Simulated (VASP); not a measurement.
Input of a VASP 6.6.1 run:

POSCAR

```
Si
1.0
    0.0000000000      2.6946216990      2.6946216990
    2.6946216990      0.0000000000      2.6946216990
    2.6946216990      2.6946216990      0.0000000000
Si
2
Direct
    0.2500000000      0.2500000000      0.2500000000
    0.0000000000      0.0000000000      0.0000000000
```

The input INCAR.step1:

```
PREC = Accurate
ENCUT = 520
ISMEAR = 0
SIGMA = 0.01
LREAL = False
LASPH = True
NELM = 80
NBANDS = 11
GGA = PE
ALGO = Normal
EDIFF = 1E-4
LWAVE = True
LCHARG = False
```

INCAR.step2

```
PREC = Accurate
ENCUT = 520
EDIFF = 1E-7
ISMEAR = 0
SIGMA = 0.01
LREAL = False
LASPH = True
NELM = 80
ALGO = Normal
ISIF = 2
LWAVE = False
LCHARG = True
METAGGA = R2SCAN
LMIXTAU = True
LELF = True
LVHAR = True
NBANDS = 11
ISTART = 1
```

Contents of KPOINTS:

```
Automatic mesh
0
Gamma
  6 6 6
```

Potentials or basis: VASP PAW PBE potentials, release 64 (Si).

Command:

```console
$ cat potpaw_PBE.64/Si/POTCAR > POTCAR
$ cp INCAR.step1 INCAR
$ mpirun -np 1 vasp_std > vasp.out
$ cp INCAR.step2 INCAR
$ mpirun -np 1 vasp_std > vasp.out
```

Q: Predict the band gap on the k mesh.

A: 0.87 eV, indirect (least direct gap 2.77 eV).

Q: Predict the pressure.

A: 3.0 GPa.

Caveat: the PAW data sets were made with another functional, which shifts forces and pressure a little. A k mesh can miss the band edges.
